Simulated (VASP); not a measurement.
Wanted: the native input for a VASP 6.6.1 run.

| Property | Result |
| --- | --- |
| Task | single point |
| Functional | PBE |
| Potentials or basis | VASP PAW PBE potentials, release 64 (Zn, H) |
| Cutoff | 520 eV |
| k mesh | 4 × 3 × 3 |
| Occupations | gaussian, width 0.15 eV |
| Spin | no spin polarisation |
| Dipole correction | no |
| Further INCAR settings | ALGO = Normal; EDIFF = 1e-06; NBANDS = 84 |

The structure of Zn12H (a cell with a defect) lies in POSCAR:

```
Zn12H
1.0
    5.3200000000      0.0000000000      0.0000000000
   -3.9900000000      6.9108830000      0.0000000000
    0.0000000000      0.0000000000      4.9369600000
Zn H
12 1
Direct
    0.0124803403     -0.0033655612     -0.0196428571
    0.1789629122      0.2095761135      0.4810207091
    0.0504920339      0.3463505315      0.0239205908
    0.1817893393      0.5470837808      0.5018472906
    0.0027874303      0.6546591803     -0.0215567880
    0.1799152680      0.8787424125      0.4900576468
    0.4822351210     -0.0391774828      0.0034124238
    0.6806812159      0.2108629245      0.4890758686
    0.4999856968      0.3398681471     -0.0567478772
    0.6832719592      0.5471876749      0.4696817475
    0.5267825281      0.6675173057     -0.0086002317
    0.6811397343      0.8793048587      0.4935593969
    0.6768538817      0.2087931455      0.9961794303
```

These files were run (other wordings do the same):

INCAR

```
ALGO = Normal ; EDIFF = 1E-6
ENCUT = 520 ; GGA = PE
ISIF = 2 ; ISMEAR = 0
LASPH = True ; LCHARG = False
LREAL = False ; LWAVE = False
NBANDS = 84 ; NELM = 60
PREC = Accurate ; SIGMA = 0.15
```

KPOINTS

```
k-points
0
Gamma
  4 3 3
```

Potentials or basis: VASP PAW PBE potentials, release 64 (Zn, H).

The run is started by

```sh
$ cat potpaw_PBE.64/Zn/POTCAR potpaw_PBE.64/H/POTCAR > POTCAR
$ mpirun -np 1 vasp_std > vasp.out
```

Results of the run:

- Pressure: 3.8 GPa
- Largest force: 0.010 eV/Å

Caveat: the k points lie up to 0.42 Å⁻¹ apart.

It took 4.2 min on 1 thread of AMD EPYC 7R13 Processor (Zen 3), on a shared host, peak memory 0.38 GiB.
